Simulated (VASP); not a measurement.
# SmAuSe3 (Pm-3m) in VASP: a series of runs, part 2 of 3

VASP 6.6.1. The steps go on from the part before.

## 3. Single point, PBE

This run uses another cell than the first one, of 25.86 Å³/atom.

INCAR

```
  ALGO = Normal
  EDIFF = 1E-6
  ENCUT = 500
  GGA = PE
  GGA_COMPAT = F
  ISIF = 2
  ISMEAR = 0
  LASPH = T
  LCHARG = F
  LMAXMIX = 6
  LREAL = F
  LWAVE = F
  NBANDS = 28
  NELM = 200
  PREC = Accurate
  SIGMA = 0.1
```

KPOINTS

```
k-points
0
Gamma
  4 4 4
```

POSCAR

```
SmAuSe3
1.0
    5.0566774025      0.0000000000      0.0000000000
    0.0000000000      5.0566774025      0.0000000000
    0.0000000000      0.0000000000      5.0566774025
Sm Se Au
1 3 1
Direct
    0.0000000000      0.0000000000      0.0000000000
    0.0000000000      0.5000000000      0.5000000000
    0.5000000000      0.0000000000      0.5000000000
    0.5000000000      0.5000000000      0.0000000000
    0.5000000000      0.5000000000      0.5000000000
```

Potentials or basis: VASP PAW PBE potentials, release 64 (Sm_3, Se, Au), 4f in core.

Run with:

```console
> cat potpaw_PBE.64/Sm_3/POTCAR potpaw_PBE.64/Se/POTCAR potpaw_PBE.64/Au/POTCAR > POTCAR
> mpirun -np 1 vasp_std > vasp.out
```

OUTCAR:

```text
EDIFF = 1E-6
   ENCUT = 500
   GGA = PE
   ISIF = 2
   ISMEAR = 0
   LASPH = T
   LREAL = F
   NELM = 200
   PREC = Accurate

 ion  position               nearest neighbor table
   1  0.000  0.000  0.000-
   2  0.000  0.500  0.500-   5 2.53   5 2.53
   3  0.500  0.000  0.500-   5 2.53   5 2.53
   4  0.500  0.500  0.000-   5 2.53   5 2.53
   5  0.500  0.500  0.500-   2 2.53   3 2.53   4 2.53   4 2.53   3 2.53   2 2.53

  LATTYP: Found a simple cubic cell.
 ALAT       =     5.0566774025

  Lattice vectors:

 A1 = (   5.0566774025,   0.0000000000,   0.0000000000)
 A2 = (   0.0000000000,   5.0566774025,   0.0000000000)
 A3 = (   0.0000000000,   0.0000000000,   5.0566774025)

Analysis of symmetry for initial positions (statically):
=====================================================================
 Subroutine PRICEL returns:
 Original cell was already a primitive cell.

 Routine SETGRP: Setting up the symmetry group for a
 simple cubic supercell.

 Subroutine GETGRP returns: Found 48 space group operations
 (whereof 48 operations were pure point group operations)
 out of a pool of 48 trial point group operations.

The static configuration has the point symmetry O_h .

Analysis of symmetry for dynamics (positions and initial velocities):
=====================================================================
 Subroutine PRICEL returns:
 Original cell was already a primitive cell.

 Routine SETGRP: Setting up the symmetry group for a
 simple cubic supercell.

 Subroutine GETGRP returns: Found 48 space group operations
 (whereof 48 operations were pure point group operations)
 out of a pool of 48 trial point group operations.

The dynamic configuration has the point symmetry O_h .

 Subroutine INISYM returns: Found 48 space group operations
 (whereof 48 operations are pure point group operations),
 and found     1 'primitive' translations

----------------------------------------------------------------------------------------

                                     Primitive cell

  volume of cell :     129.2992

  direct lattice vectors                    reciprocal lattice vectors
     5.056677403  0.000000000  0.000000000     0.197758314  0.000000000  0.000000000
     0.000000000  5.056677403  0.000000000     0.000000000  0.197758314  0.000000000
     0.000000000  0.000000000  5.056677403     0.000000000  0.000000000  0.197758314

  length of vectors
     5.056677403  5.056677403  5.056677403     0.197758314  0.197758314  0.197758314

  position of ions in fractional coordinates (direct lattice)
     0.000000000  0.000000000  0.000000000
     0.000000000  0.500000000  0.500000000
     0.500000000  0.000000000  0.500000000
     0.500000000  0.500000000  0.000000000
     0.500000000  0.500000000  0.500000000

  ion indices of the primitive-cell ions
   primitive index   ion index
                 1           1
                 2           2
                 3           3
                 4           4
                 5           5

----------------------------------------------------------------------------------------

 KPOINTS: k-points

Automatic generation of k-mesh.
[... 23 lines left out ...]
  0.000000  0.000000  0.000000      1.000000
  0.250000  0.000000  0.000000      6.000000
  0.500000  0.000000  0.000000      3.000000
  0.250000  0.250000  0.000000     12.000000
  0.500000  0.250000  0.000000     12.000000
  0.500000  0.500000  0.000000      3.000000
  0.250000  0.250000  0.250000      8.000000
  0.500000  0.250000  0.250000     12.000000
  0.500000  0.500000  0.250000      6.000000
  0.500000  0.500000  0.500000      1.000000
   k-points           NKPTS =     10   k-points in BZ     NKDIM =     10   number of bands    NBANDS=     28
   number of dos      NEDOS =    301   number of ions     NIONS =      5
   total plane-waves  NPLWV =  64000
   dimension x,y,z NGX =    40 NGY =   40 NGZ =   40
   dimension x,y,z NGXF=    80 NGYF=   80 NGZF=   80
   ions per type =               1   3   1
   NGX,Y,Z   is equivalent  to a cutoff of  13.15, 13.15, 13.15 a.u.
   NGXF,Y,Z  is equivalent  to a cutoff of  26.30, 26.30, 26.30 a.u.
 SYSTEM =  unknown system
   PREC   = accura    normal or accurate (medium, high low for compatibility)
   ISTART =      0    job   : 0-new  1-cont  2-samecut
   ICHARG =      2    charge: 1-file 2-atom 10-const
   ISPIN  =      1    spin polarized calculation?
   LNONCOLLINEAR =      F non collinear calculations
   LSORBIT =      F    spin-orbit coupling
   LASPH  =      T    aspherical Exc in radial PAW
   ENCUT  =  500.0 eV  36.75 Ry    6.06 a.u.   9.22  9.22  9.22*2*pi/ulx,y,z
   NELM   =    200;   NELMIN=  2; NELMDL= -5     # of ELM steps
   EDIFF  = 0.1E-05   stopping-criterion for ELM
   LREAL  =      F    real-space projection
   EDIFFG = 0.1E-04   stopping-criterion for IOM
   NSW    =      0    number of steps for IOM
   IBRION =     -1    ionic relax: 0-MD 1-quasi-New 2-CG
   NFREE  =      0    steps in history (QN), initial steepest desc. (CG)
   ISIF   =      2    stress and relaxation
   ISYM   =      2    0-nonsym 1-usesym 2-fastsym
   POTIM  = 0.5000    time-step for ionic-motion
   TEBEG  =    0.0;   TEEND  =   0.0 temperature during run
   PSTRESS=    0.0 pullay stress
   NELECT =      40.0000    total number of electrons
   NUPDOWN=      -1.0000    fix difference up-down
   EMIN   =  10.00;   EMAX   =-10.00  energy-range for DOS
   EFERMI =   0.00;   METHOD = LEGACY
   ISMEAR =     0;   SIGMA  =   0.10  broadening in eV -4-tet -1-fermi 0-gaus
   EFERMI_NEDOS =   21; number of points for ismear=-14 and -15
   IALGO  =     38    algorithm
   IMIX   =      4    mixing-type and parameters
     AMIX     =   0.40;   BMIX     =  1.00
     AMIX_MAG =   1.60;   BMIX_MAG =  1.00
  volume/ion in A,a.u.               =      25.86       174.51
  Fermi-wavevector in a.u.,A,eV,Ry     =   1.107209  2.092321 16.679540  1.225912
  Thomas-Fermi vector in A             =   2.243720
   LORBIT       =      0    0 simple, 1 ext, 2 COOP (PROOUT), +10 PAW based schemes
   GGA     = PE    functional components
   LHFCALC =     F    Hartree Fock is set to
   AEXX    =    0.0000 exact exchange contribution
   IVDW    =     0    specifies the selected vdW correction
   LEPSILON=     F    determine dielectric tensor
   LRPA    =     F    only Hartree local field effects (RPA)
 non-spin polarized calculation
 Gauss-broadening in eV      SIGMA  =   0.10
  energy-cutoff  :      500.00
  volume of cell :      129.30
 maximum number of plane-waves:      3328
 NGX is ok and might be reduce to    40
   NGX = 19   NGY = 19   NGZ = 19

 number of electron      39.9999999 magnetization

 Free energy of the ion-electron system (eV)
  ---------------------------------------------------
  ext. energy  EPLUGINS =         0.00000000
  ---------------------------------------------------
  free energy    TOTEN  =       -20.33317777 eV

  energy without entropy =      -20.31575399  energy(sigma->0) =      -20.32446588

 E-fermi :   4.5592     XC(G=0):  -9.7713

 val. band max:        4.5122380779   @ k =   0.5000   0.5000   0.2500
 cond. band min:       4.6532983734   @ k =   0.2500   0.2500   0.2500
 fundamental gap:      0.1410602955
 Fermi energy:         4.5592357058

 k-point     1 :       0.0000    0.0000    0.0000
  band No.  band energies     occupation
      1     -38.8403      2.00000
      2     -18.0315      2.00000
      3     -18.0315      2.00000
      4     -18.0315      2.00000
      5      -9.7942      2.00000
      6      -8.3086      2.00000
[... 299 lines left out ...]
     27       7.1738      0.00000
     28       9.9185      0.00000

------------------------ aborting loop because EDIFF is reached ----------------------------------------

  FORCE on cell =-STRESS in cart. coord.  units (eV):
  Direction    XX          YY          ZZ          XY          YZ          ZX
  --------------------------------------------------------------------------------------
  -------------------------------------------------------------------------------------
  Total        0.1371260      0.1371260      0.1371260     -0.0000000     -0.0000000      0.0000000
  in kB        1.6991618      1.6991618      1.6991618     -0.0000000     -0.0000000      0.0000000
  external PRESSURE =       1.6991618 kB  Pullay stress =       0.0000000 kB

 VOLUME and BASIS-vectors are now :
 -----------------------------------------------------------------------------
  energy-cutoff  :      500.00
  volume of cell :      129.30
      direct lattice vectors                 reciprocal lattice vectors
     5.056677403  0.000000000  0.000000000     0.197758314  0.000000000  0.000000000
     0.000000000  5.056677403  0.000000000     0.000000000  0.197758314  0.000000000
     0.000000000  0.000000000  5.056677403     0.000000000  0.000000000  0.197758314

 POSITION                                       TOTAL-FORCE (eV/Angst)
 -----------------------------------------------------------------------------------
      0.00000      0.00000      0.00000         0.000000      0.000000      0.000000
      0.00000      2.52834      2.52834         0.000000      0.000000      0.000000
      2.52834      0.00000      2.52834         0.000000      0.000000      0.000000
      2.52834      2.52834      0.00000         0.000000      0.000000      0.000000
      2.52834      2.52834      2.52834         0.000000      0.000000      0.000000
 -----------------------------------------------------------------------------------
    total drift:                                0.000000      0.000000     -0.000000

  FREE ENERGIE OF THE ION-ELECTRON SYSTEM (eV)
  ---------------------------------------------------
  free  energy   TOTEN  =       -20.3331777712 eV

  energy  without entropy=      -20.3157539925  energy(sigma->0) =      -20.32446588
```

OSZICAR:

```text
N       E                     dE             d eps       ncg     rms          rms(c)
DAV:   1     0.240336809523E+03    0.24034E+03   -0.17162E+04   560   0.122E+03
DAV:   2    -0.913098533028E+01   -0.24947E+03   -0.24140E+03   696   0.264E+02
DAV:   3    -0.222585538117E+02   -0.13128E+02   -0.12899E+02   644   0.561E+01
DAV:   4    -0.224412883291E+02   -0.18273E+00   -0.18208E+00   652   0.718E+00
DAV:   5    -0.224433632967E+02   -0.20750E-02   -0.20748E-02   684   0.782E-01    0.139E+01
DAV:   6    -0.203620193461E+02    0.20813E+01   -0.84726E+00   596   0.229E+01    0.118E+01
DAV:   7    -0.203481148907E+02    0.13904E-01   -0.13070E+00   608   0.646E+00    0.577E+00
DAV:   8    -0.203343567441E+02    0.13758E-01   -0.84295E-02   624   0.151E+00    0.141E+00
DAV:   9    -0.203328721976E+02    0.14845E-02   -0.13841E-02   664   0.930E-01    0.215E-01
DAV:  10    -0.203331784215E+02   -0.30622E-03   -0.15133E-03   612   0.213E-01    0.920E-02
DAV:  11    -0.203331622563E+02    0.16165E-04   -0.11536E-04   608   0.718E-02    0.305E-02
DAV:  12    -0.203331773201E+02   -0.15064E-04   -0.24276E-05   620   0.282E-02    0.580E-03
DAV:  13    -0.203331777712E+02   -0.45105E-06   -0.30806E-06   512   0.944E-03
   1 F= -.20333178E+02 E0= -.20324466E+02  d E =-.174238E-01
```

stdout:

```text
POSCAR found type information on POSCAR SmSeAu
 POSCAR found :  3 types and       5 ions
 scaLAPACK will be used
 LDA part: xc-table for (Slater+PW92), standard interpolation
 POSCAR, INCAR and KPOINTS ok, starting setup
 FFT: planning ... GRIDC
 FFT: planning ... GRID_SOFT
 FFT: planning ... GRID
 WAVECAR not read
 entering main loop
```

Run time: 40 s. Hardware: 1 thread of Intel Xeon Platinum 8259CL at 2.50GHz (Skylake/Cascade Lake), shared host; peak memory 0.26 GiB.

What came out:

| Item | Value |
| --- | --- |
| Free energy | -20.3332 eV |
| Pressure | 0.2 GPa |
| Band gap on the k mesh | zero (bands 20 and 21 overlap by 2.32 eV) |

Caveat: spin-orbit coupling is left out, which moves the levels of the heavy elements; the 4f electrons are frozen in the core, so they carry no moment and show no levels; the run has no spin polarisation, though such a crystal can be magnetic. Spin polarisation is off, so any magnetic state and its effect on volume and gap are missing.

[end of part 2 of 3]
